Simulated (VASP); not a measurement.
Set up this calculation in VASP 6.6.1, as the native input.

| Item | Value |
| --- | --- |
| Task | single point |
| Functional | PBE |
| Potentials or basis | VASP PAW PBE potentials, release 64 (Ta_pv, Te, H) |
| Cutoff | 520 eV |
| k mesh | 12 × 12 × 4 |
| Occupations | gaussian, width 0.1 eV |
| Spin | no spin polarisation |
| Dipole correction | no |
| Further INCAR settings | ALGO = Normal; EDIFF = 1e-06; NBANDS = 30 |

The structure of Ta3TeH2 lies in POSCAR:

```
Ta3TeH2
1.0
    3.2791977189      0.0000000000      0.0000000000
   -1.6395988594      2.8398685286      0.0000000000
    0.0000000000      0.0000000000      8.8444226247
Ta Te H
3 1 2
Direct
    0.6666666667      0.3333333333      0.7510467523
    0.0000000000      0.0000000000      0.0000000000
    0.3333333333      0.6666666667      0.2489532477
    0.0000000000      0.0000000000      0.5000000000
    0.3333333333      0.6666666667      0.8591890211
    0.6666666667      0.3333333333      0.1408109789
```

One way to write it, as run:

INCAR

```
SYSTEM = Ta3TeH2
PREC = Accurate
ENCUT = 520
EDIFF = 1E-6
ISMEAR = 0
SIGMA = 0.1
LREAL = .False.
LASPH = .True.
NELM = 80
ALGO = Normal
ISIF = 2
LWAVE = .False.
LCHARG = .False.
GGA = PE
NBANDS = 30
```

KPOINTS

```
Automatic mesh
0
Gamma
  12 12 4
  0 0 0
```

Potentials or basis: VASP PAW PBE potentials, release 64 (Ta_pv, Te, H).

Launch:

```console
$ cat potpaw_PBE.64/Ta_pv/POTCAR potpaw_PBE.64/Te/POTCAR potpaw_PBE.64/H/POTCAR > POTCAR
$ mpirun -np 1 vasp_std > vasp.out
```

It gave:

The pressure is 0.0 GPa and the largest force is 0.005 eV/Å.

Run time: 54 s on 1 thread of Intel(R) Xeon(R) 6975P-C (Granite Rapids), with other jobs on the host, peak memory 0.29 GiB.
